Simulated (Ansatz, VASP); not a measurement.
# HF: VASP beside Ansatz

```xyz
16
Lattice="6.4792 0.0000 0.0000 0.0000 6.4792 0.0000 0.0000 0.0000 6.4792" Properties=species:S:1:pos:R:3 pbc="T T T"
F     6.7878    0.2176    2.1785
F     5.6941    0.3132    6.3652
F    -0.4324    2.2601    4.7677
F     6.0822    3.1070    2.3196
F     2.3666    0.3709    3.7870
F     3.6293    3.4946    6.2969
F     1.2231    4.0227    7.2008
F     3.5868    3.9252    2.7506
H     6.4495    0.2786    1.2766
H     5.8457    0.9928    5.6958
H    -0.2933    2.3354    3.8231
H     6.7988    3.4433    1.7377
H     1.7469    0.2498    3.0738
H     3.8052    3.7996    5.4230
H     2.1537    3.8184    7.0740
H     4.4419    3.7000    2.4132
```

Alike in both runs: functional PBE; dispersion D3(BJ); k mesh 1 × 1 × 1; occupations fermi-dirac, width 0.05 eV; no spin polarisation.

Ansatz relaxed the structure, and its values are those at the end. VASP's run is a single point on that final structure, the one shown.

|  | VASP | Ansatz |
| --- | --- | --- |
| version | VASP 6.6.1 | Ansatz 0.2.0 |
| potentials or method | VASP PAW PBE potentials, release 64 (F_h, H_h), cutoff 1010 eV | scalar-relativistic, plane waves, PAW |
| valence electrons in the cell | 64 | 64 |

VASP gave:

| Quantity | Value |
| --- | --- |
| gap on the k mesh at the Fermi level (eV) | 6.32 |
| rms of the force components (eV/Å) | 0.079 |

Q: Which values does Ansatz return?

A: gap on the k mesh at the Fermi level (eV): 6.32; rms of the force components (eV/Å): 0.073.

Ansatz's warnings: xc potential rough in thin density.
